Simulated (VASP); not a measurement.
# KI (I4/mmm) in VASP: notebook

Runs on KI. Level: PBE. Tasks: single point.

All numbers are computed with VASP 6.6.1; they aren't measurements. Logs are shortened: lines on timing, memory, paths and dates and some standing lists are left out, and cuts for length are marked.

## (1) The cell of the first run

The structure is tetragonal, space group I4/mmm (No. 139). The conventional cell has a = 5.595 Å, b = 5.595 Å, c = 5.594 Å, α = 90.00°, β = 90.00°, γ = 90.00°. Within 3.7 Å of K (site symmetry 4/mmm) lie 2 I at 2.80 Å. I (site symmetry 4/mmm) has 2 K at 2.80 Å within 3.7 Å.

## (2) Single point, PBE

Input file INCAR:

```
ALGO     = Normal         # electronic algorithm
EDIFF    = 1E-7           # SCF threshold, eV
ENCUT    = 520            # plane-wave cutoff, eV
GGA      = PE             # functional
ISIF     = 2              # what is computed and relaxed
ISMEAR   = 0              # smearing method
LASPH    = True           # aspherical terms in the spheres
LCHARG   = True           # write CHGCAR
LELF     = True           # ELF
LREAL    = False          # projectors in reciprocal space
LVHAR    = True         
LWAVE    = False          # write WAVECAR
NBANDS   = 15             # bands
NELM     = 60             # most SCF steps
PREC     = Accurate       # precision mode
SIGMA    = 0.05           # smearing width, eV
```

Input file KPOINTS:

```
k-points
0
Gamma
  6 6 6
```

Input file POSCAR:

```
KI
1.0
    0.0000000000      3.9563727749      2.7971555518
    3.9563727749      0.0000000000      2.7971555518
    3.9563727749      3.9563727749      0.0000000000
K I
1 1
Direct
    0.0000000000      0.0000000000      0.0000000000
    0.5000000000      0.5000000000      0.5000000000
```

Potentials or basis: VASP PAW PBE potentials, release 64 (K_sv, I).

Started as:

```bash
> cat potpaw_PBE.64/K_sv/POTCAR potpaw_PBE.64/I/POTCAR > POTCAR
> mpirun -np 1 vasp_std > vasp.out
```

OUTCAR:

```text
EDIFF = 1E-7
   ENCUT = 520
   GGA = PE
   ISIF = 2
   ISMEAR = 0
   LASPH = True
   LREAL = False
   NELM = 60
   PREC = Accurate

 ion  position               nearest neighbor table
   1  0.000  0.000  0.000-   2 2.80   2 2.80
   2  0.500  0.500  0.500-   1 2.80   1 2.80

  LATTYP: Found a body centered tetragonal cell.
 ALAT       =     5.5951560361
 C/A-ratio  =     0.9998489886

  Lattice vectors:

 A1 = (   0.0000000000,  -3.9563727749,  -2.7971555518)
 A2 = (   0.0000000000,   3.9563727749,  -2.7971555518)
 A3 = (   3.9563727749,   0.0000000000,   2.7971555518)

Analysis of symmetry for initial positions (statically):
=====================================================================
 Subroutine PRICEL returns:
 Original cell was already a primitive cell.

 Routine SETGRP: Setting up the symmetry group for a
 body centered tetragonal supercell.

 Subroutine GETGRP returns: Found 16 space group operations
 (whereof 16 operations were pure point group operations)
 out of a pool of 16 trial point group operations.

The static configuration has the point symmetry D_4h.

Analysis of symmetry for dynamics (positions and initial velocities):
=====================================================================
 Subroutine PRICEL returns:
 Original cell was already a primitive cell.

 Routine SETGRP: Setting up the symmetry group for a
 body centered tetragonal supercell.

 Subroutine GETGRP returns: Found 16 space group operations
 (whereof 16 operations were pure point group operations)
 out of a pool of 16 trial point group operations.

The dynamic configuration has the point symmetry D_4h.

 Subroutine INISYM returns: Found 16 space group operations
 (whereof 16 operations are pure point group operations),
 and found     1 'primitive' translations

----------------------------------------------------------------------------------------

                                     Primitive cell

  volume of cell :      87.5671

  direct lattice vectors                    reciprocal lattice vectors
     0.000000000  3.956372775  2.797155552    -0.126378385  0.126378385  0.178753019
     3.956372775  0.000000000  2.797155552     0.126378385 -0.126378385  0.178753019
     3.956372775  3.956372775  0.000000000     0.126378385  0.126378385 -0.178753019

  length of vectors
     4.845303367  4.845303367  5.595156036     0.252775857  0.252775857  0.252775857

  position of ions in fractional coordinates (direct lattice)
     0.000000000  0.000000000  0.000000000
     0.500000000  0.500000000  0.500000000

  ion indices of the primitive-cell ions
   primitive index   ion index
                 1           1
                 2           2

----------------------------------------------------------------------------------------

 KPOINTS: k-points

Automatic generation of k-mesh.
 Grid dimensions read from file:
 generate k-points for:    6    6    6

 Generating k-lattice:

  Cartesian coordinates                     Fractional coordinates (reciprocal lattice)
    -0.021063064  0.021063064  0.029792170     0.166666667  0.000000000  0.000000000
     0.021063064 -0.021063064  0.029792170     0.000000000  0.166666667  0.000000000
     0.021063064  0.021063064 -0.029792170    -0.000000000 -0.000000000  0.166666667

  Length of vectors
     0.042129310  0.042129310  0.042129310

  Shift w.r.t. Gamma in fractional coordinates (k-lattice)
     0.000000000  0.000000000  0.000000000

 Subroutine IBZKPT returns following result:
 ===========================================

 Found     30 irreducible k-points:

 Following reciprocal coordinates:
            Coordinates               Weight
  0.000000  0.000000  0.000000      1.000000
  0.166667  0.000000  0.000000      8.000000
  0.333333  0.000000  0.000000      8.000000
  0.500000  0.000000  0.000000      4.000000
  0.166667  0.166667  0.000000      2.000000
  0.333333  0.166667  0.000000      8.000000
[... 16 lines left out ...]
  0.333333  0.000000  0.333333      4.000000
  0.500000  0.000000  0.333333     16.000000
 [... further k-points ...]
   k-points           NKPTS =     30   k-points in BZ     NKDIM =     30   number of bands    NBANDS=     15
   number of dos      NEDOS =    301   number of ions     NIONS =      2
   total plane-waves  NPLWV =  54432
   dimension x,y,z NGX =    36 NGY =   36 NGZ =   42
   dimension x,y,z NGXF=    72 NGYF=   72 NGZF=   84
   ions per type =               1   1
   NGX,Y,Z   is equivalent  to a cutoff of  12.35, 12.35, 12.48 a.u.
   NGXF,Y,Z  is equivalent  to a cutoff of  24.70, 24.70, 24.96 a.u.
 SYSTEM =  unknown system
   PREC   = accura    normal or accurate (medium, high low for compatibility)
   ISTART =      0    job   : 0-new  1-cont  2-samecut
   ICHARG =      2    charge: 1-file 2-atom 10-const
   ISPIN  =      1    spin polarized calculation?
   LNONCOLLINEAR =      F non collinear calculations
   LSORBIT =      F    spin-orbit coupling
   LASPH  =      T    aspherical Exc in radial PAW
   ENCUT  =  520.0 eV  38.22 Ry    6.18 a.u.   9.01  9.01 10.40*2*pi/ulx,y,z
   NELM   =     60;   NELMIN=  2; NELMDL= -5     # of ELM steps
   EDIFF  = 0.1E-06   stopping-criterion for ELM
   LREAL  =      F    real-space projection
   EDIFFG = 0.1E-05   stopping-criterion for IOM
   NSW    =      0    number of steps for IOM
   IBRION =     -1    ionic relax: 0-MD 1-quasi-New 2-CG
   NFREE  =      0    steps in history (QN), initial steepest desc. (CG)
   ISIF   =      2    stress and relaxation
   ISYM   =      2    0-nonsym 1-usesym 2-fastsym
   POTIM  = 0.5000    time-step for ionic-motion
   TEBEG  =    0.0;   TEEND  =   0.0 temperature during run
   PSTRESS=    0.0 pullay stress
   NELECT =      16.0000    total number of electrons
   NUPDOWN=      -1.0000    fix difference up-down
   EMIN   =  10.00;   EMAX   =-10.00  energy-range for DOS
   EFERMI =   0.00;   METHOD = LEGACY
   ISMEAR =     0;   SIGMA  =   0.05  broadening in eV -4-tet -1-fermi 0-gaus
   EFERMI_NEDOS =   21; number of points for ismear=-14 and -15
   IALGO  =     38    algorithm
   IMIX   =      4    mixing-type and parameters
     AMIX     =   0.40;   BMIX     =  1.00
     AMIX_MAG =   1.60;   BMIX_MAG =  1.00
  volume/ion in A,a.u.               =      43.78       295.47
  Fermi-wavevector in a.u.,A,eV,Ry     =   0.928969  1.755497 11.741598  0.862983
  Thomas-Fermi vector in A             =   2.055202
   LORBIT       =      0    0 simple, 1 ext, 2 COOP (PROOUT), +10 PAW based schemes
   GGA     = PE    functional components
   LHFCALC =     F    Hartree Fock is set to
   AEXX    =    0.0000 exact exchange contribution
   IVDW    =     0    specifies the selected vdW correction
   LEPSILON=     F    determine dielectric tensor
   LRPA    =     F    only Hartree local field effects (RPA)
 non-spin polarized calculation
 Gauss-broadening in eV      SIGMA  =   0.05
  energy-cutoff  :      520.00
  volume of cell :       87.57
 maximum number of plane-waves:      2382
   NGX = 19   NGY = 19   NGZ = 21

 number of electron      16.0000001 magnetization

 Free energy of the ion-electron system (eV)
  ---------------------------------------------------
  ext. energy  EPLUGINS =         0.00000000
  ---------------------------------------------------
  free energy    TOTEN  =        -4.42789200 eV

  energy without entropy =       -4.42789200  energy(sigma->0) =       -4.42789200

 E-fermi :   0.4864     XC(G=0):  -7.0518

 val. band max:        0.1758699918   @ k =   0.0000   0.0000   0.0000
 cond. band min:       3.3027428106   @ k =   0.0000   0.0000   0.0000
 fundamental gap:      3.1268728188
 Fermi energy:         0.4863687708

 k-point     1 :       0.0000    0.0000    0.0000
  band No.  band energies     occupation
      1     -28.6664      2.00000
      2     -12.4884      2.00000
      3     -12.1704      2.00000
      4     -12.1704      2.00000
      5     -11.0151      2.00000
      6      -0.4350      2.00000
      7      -0.4350      2.00000
      8       0.1759      2.00000
      9       3.3027      0.00000
     10       5.6956      0.00000
     11       5.6956      0.00000
     12       6.0115      0.00000
     13       7.8283      0.00000
     14       8.5250      0.00000
     15      10.0182      0.00000

 k-point     2 :       0.1667    0.0000    0.0000
  band No.  band energies     occupation
      1     -28.6657      2.00000
      2     -12.6676      2.00000
      3     -12.1772      2.00000
      4     -12.1742      2.00000
      5     -10.7198      2.00000
      6      -0.7356      2.00000
      7      -0.5783      2.00000
      8      -0.2404      2.00000
      9       3.8274      0.00000
     10       5.9906      0.00000
     11       6.0097      0.00000
     12       6.4180      0.00000
     13       7.4704      0.00000
     14       9.1982      0.00000
     15       9.8007      0.00000

 k-point     3 :       0.3333    0.0000    0.0000
  band No.  band energies     occupation
      1     -28.6641      2.00000
      2     -12.9246      2.00000
      3     -12.1851      2.00000
      4     -12.1816      2.00000
      5     -10.2166      2.00000
      6      -1.4504      2.00000
      7      -0.8309      2.00000
      8      -0.7196      2.00000
      9       4.7130      0.00000
     10       6.5160      0.00000
     11       6.5239      0.00000
     12       7.7047      0.00000
     13       7.7193      0.00000
     14       8.7217      0.00000
     15       9.6547      0.00000

 k-point     4 :       0.5000    0.0000    0.0000
  band No.  band energies     occupation
      1     -28.6634      2.00000
      2     -13.0263      2.00000
      3     -12.1884      2.00000
      4     -12.1853      2.00000
      5      -9.9807      2.00000
      6      -1.8173      2.00000
      7      -0.9439      2.00000
      8      -0.8859      2.00000
      9       5.0883      0.00000
     10       6.8489      0.00000
     11       6.8594      0.00000
     12       8.0431      0.00000
     13       8.6867      0.00000
     14       8.9603      0.00000
     15       9.1575      0.00000
[... 307 lines left out ...]
 k-point    22 :      -0.3333    0.5000    0.1667
  band No.  band energies     occupation
      1     -28.6620      2.00000
      2     -12.5281      2.00000
      3     -12.2158      2.00000
      4     -12.2072      2.00000
      5     -10.8508      2.00000
      6      -1.2027      2.00000
      7      -0.9995      2.00000
      8      -0.3969      2.00000
      9       4.8294      0.00000
     10       6.6993      0.00000
     11       6.7135      0.00000
     12       7.9974      0.00000
     13       8.3864      0.00000
     14       9.0064      0.00000
     15       9.2568      0.00000

 k-point    23 :       0.3333    0.0000    0.3333
  band No.  band energies     occupation
      1     -28.6644      2.00000
      2     -12.5046      2.00000
      3     -12.2177      2.00000
      4     -12.1696      2.00000
      5     -10.9260      2.00000
      6      -1.3287      2.00000
      7      -0.4679      2.00000
      8      -0.0467      2.00000
      9       4.9312      0.00000
     10       5.0461      0.00000
     11       7.2654      0.00000
     12       7.3536      0.00000
     13       8.2888      0.00000
     14       8.6003      0.00000
     15       9.2538      0.00000

 k-point    24 :       0.5000    0.0000    0.3333
  band No.  band energies     occupation
      1     -28.6636      2.00000
      2     -12.6760      2.00000
      3     -12.2168      2.00000
      4     -12.1748      2.00000
      5     -10.6456      2.00000
      6      -1.4183      2.00000
      7      -0.7002      2.00000
      8      -0.4368      2.00000
      9       5.2348      0.00000
     10       5.6631      0.00000
     11       6.9566      0.00000
     12       8.0486      0.00000
     13       8.2797      0.00000
     14       8.8128      0.00000
     15       9.3400      0.00000

 [... further k-points ...]
[... 5 lines left out ...]
  --------------------------------------------------------------------------------------
  -------------------------------------------------------------------------------------
  Total       -0.4060877     -0.4060877     12.8581019      0.0000000      0.0000000     -0.0000000
  in kB       -7.4300102     -7.4300102    235.2590947      0.0000000      0.0000000     -0.0000000
  external PRESSURE =      73.4663581 kB  Pullay stress =       0.0000000 kB

 VOLUME and BASIS-vectors are now :
 -----------------------------------------------------------------------------
  energy-cutoff  :      520.00
  volume of cell :       87.57
      direct lattice vectors                 reciprocal lattice vectors
     0.000000000  3.956372775  2.797155552    -0.126378385  0.126378385  0.178753019
     3.956372775  0.000000000  2.797155552     0.126378385 -0.126378385  0.178753019
     3.956372775  3.956372775  0.000000000     0.126378385  0.126378385 -0.178753019

 POSITION                                       TOTAL-FORCE (eV/Angst)
 -----------------------------------------------------------------------------------
      0.00000      0.00000      0.00000         0.000000      0.000000     -0.000000
      3.95637      3.95637      2.79716        -0.000000     -0.000000      0.000000
 -----------------------------------------------------------------------------------
    total drift:                                0.000000      0.000000      0.000000

  FREE ENERGIE OF THE ION-ELECTRON SYSTEM (eV)
  ---------------------------------------------------
  free  energy   TOTEN  =        -4.4278919993 eV

  energy  without entropy=       -4.4278919993  energy(sigma->0) =       -4.42789200
```

Wall time 38 s (1 thread of Intel Xeon Platinum 8375C at 2.90GHz (Ice Lake), shared host); peak memory 0.23 GiB.

What came out:

```
Free energy            : -4.4279 eV
Pressure               : 7.3 GPa
Band gap on the k mesh : 3.13 eV, direct
```

Stress tensor (GPa, compression positive):
```
-0.74  0.00  0.00
 0.00 -0.74  0.00
 0.00  0.00 23.53
```

Caveat: spin-orbit coupling is left out, which moves the levels of the heavy elements.

## (3) Single point, PBE

This run uses another cell than the first one, of the same volume but with other edges.

Input file INCAR:

```
ALGO = Normal
EDIFF = 1E-7
ENCUT = 520
GGA = PE
ISIF = 2
ISMEAR = 0
LASPH = T
LCHARG = T
LELF = T
LREAL = F
LVHAR = T
LWAVE = F
NBANDS = 15
NELM = 60
PREC = Accurate
SIGMA = 0.05
```

KPOINTS is that of step 2.

Input file POSCAR:

```
KI
1.0
    0.0000000000      3.1401751524      4.4402076655
    3.1401751524      0.0000000000      4.4402076655
    3.1401751524      3.1401751524      0.0000000000
K I
1 1
Direct
    0.0000000000      0.0000000000      0.0000000000
    0.5000000000      0.5000000000      0.5000000000
```

Potentials or basis: VASP PAW PBE potentials, release 64 (K_sv, I).

Started as:

```bash
> cat potpaw_PBE.64/K_sv/POTCAR potpaw_PBE.64/I/POTCAR > POTCAR
> mpirun -np 1 vasp_std > vasp.out
```

OUTCAR:

```text
EDIFF = 1E-7
   ENCUT = 520
   GGA = PE
   ISIF = 2
   ISMEAR = 0
   LASPH = T
   LREAL = F
   NELM = 60
   PREC = Accurate

 ion  position               nearest neighbor table
   1  0.000  0.000  0.000-   2 3.14   2 3.14   2 3.14   2 3.14
   2  0.500  0.500  0.500-   1 3.14   1 3.14   1 3.14   1 3.14

  LATTYP: Found a body centered tetragonal cell.
 ALAT       =     4.4408782888
 C/A-ratio  =     1.9996979772

  Lattice vectors:

 A1 = (  -3.1401751524,   0.0000000000,   4.4402076655)
[... 609 lines left out ...]
     10       5.9852      0.00000
     11       6.9539      0.00000
     12       8.0274      0.00000
     13       8.5930      0.00000
     14       8.8286      0.00000
     15       9.4906      0.00000

 [... further k-points ...]
[... 5 lines left out ...]
  --------------------------------------------------------------------------------------
  -------------------------------------------------------------------------------------
  Total        3.9599600      3.9599600     -0.4347965      0.0000000      0.0000000     -0.0000000
  in kB       72.4536653     72.4536653     -7.9552816      0.0000000      0.0000000     -0.0000000
  external PRESSURE =      45.6506830 kB  Pullay stress =       0.0000000 kB

 VOLUME and BASIS-vectors are now :
 -----------------------------------------------------------------------------
  energy-cutoff  :      520.00
  volume of cell :       87.57
      direct lattice vectors                 reciprocal lattice vectors
     0.000000000  3.140175152  4.440207666    -0.159226787  0.159226787  0.112607346
     3.140175152  0.000000000  4.440207666     0.159226787 -0.159226787  0.112607346
     3.140175152  3.140175152  0.000000000     0.159226787  0.159226787 -0.112607346

 POSITION                                       TOTAL-FORCE (eV/Angst)
 -----------------------------------------------------------------------------------
      0.00000      0.00000      0.00000         0.000000      0.000000      0.000000
      3.14018      3.14018      4.44021         0.000000      0.000000     -0.000000
 -----------------------------------------------------------------------------------
    total drift:                                0.000000     -0.000000     -0.000000

  FREE ENERGIE OF THE ION-ELECTRON SYSTEM (eV)
  ---------------------------------------------------
  free  energy   TOTEN  =        -5.0551759560 eV

  energy  without entropy=       -5.0551759560  energy(sigma->0) =       -5.05517596
```

OSZICAR:

```text
N       E                     dE             d eps       ncg     rms          rms(c)
DAV:   1     0.942902161729E+02    0.94290E+02   -0.65038E+03   900   0.907E+02
DAV:   2     0.895051057230E+00   -0.93395E+02   -0.85274E+02  1145   0.214E+02
DAV:   3    -0.488086403178E+01   -0.57759E+01   -0.57446E+01  1262   0.467E+01
DAV:   4    -0.520455432021E+01   -0.32369E+00   -0.32356E+00  1444   0.949E+00
DAV:   5    -0.520557820270E+01   -0.10239E-02   -0.10239E-02  1260   0.591E-01    0.540E+00
DAV:   6    -0.506910157893E+01    0.13648E+00   -0.13522E-01  1068   0.207E+00    0.370E+00
DAV:   7    -0.504960160191E+01    0.19500E-01   -0.21468E-01  1131   0.235E+00    0.909E-01
DAV:   8    -0.505390566561E+01   -0.43041E-02   -0.24138E-02  1025   0.102E+00    0.180E-01
DAV:   9    -0.505449629033E+01   -0.59062E-03   -0.11084E-03  1117   0.201E-01    0.115E-01
DAV:  10    -0.505507377218E+01   -0.57748E-03   -0.58783E-04   922   0.126E-01    0.463E-02
DAV:  11    -0.505517224324E+01   -0.98471E-04   -0.13500E-04   943   0.775E-02    0.270E-02
DAV:  12    -0.505517347705E+01   -0.12338E-05   -0.68089E-06  1236   0.198E-02    0.209E-02
DAV:  13    -0.505517542278E+01   -0.19457E-05   -0.69249E-06   928   0.156E-02    0.360E-03
DAV:  14    -0.505517570469E+01   -0.28192E-06   -0.35988E-07  1233   0.332E-03    0.274E-03
DAV:  15    -0.505517590836E+01   -0.20367E-06   -0.49057E-08   723   0.184E-03    0.789E-04
DAV:  16    -0.505517595599E+01   -0.47633E-07   -0.17052E-08   681   0.973E-04
   1 F= -.50551760E+01 E0= -.50551760E+01  d E =-.603894E-12
```

stdout:

```text
POSCAR found type information on POSCAR K I
 POSCAR found :  2 types and       2 ions
 scaLAPACK will be used
 LDA part: xc-table for (Slater+PW92), standard interpolation
 POSCAR, INCAR and KPOINTS ok, starting setup
 FFT: planning ... GRIDC
 FFT: planning ... GRID_SOFT
 FFT: planning ... GRID
 WAVECAR not read
 entering main loop
```

Wall time 40 s (1 thread of Intel Xeon Platinum 8375C at 2.90GHz (Ice Lake), shared host); peak memory 0.23 GiB.

What came out:

```yaml
Free_energy: -5.0552 eV
Pressure: 4.6 GPa
Band_gap_on_the_k_mesh: 3.70 eV, direct
```

Stress tensor (GPa, compression positive):
```
 7.25  0.00  0.00
 0.00  7.25  0.00
 0.00  0.00 -0.80
```

Caveat: spin-orbit coupling is left out, which moves the levels of the heavy elements.

(Part 1 of 2 ends here.)
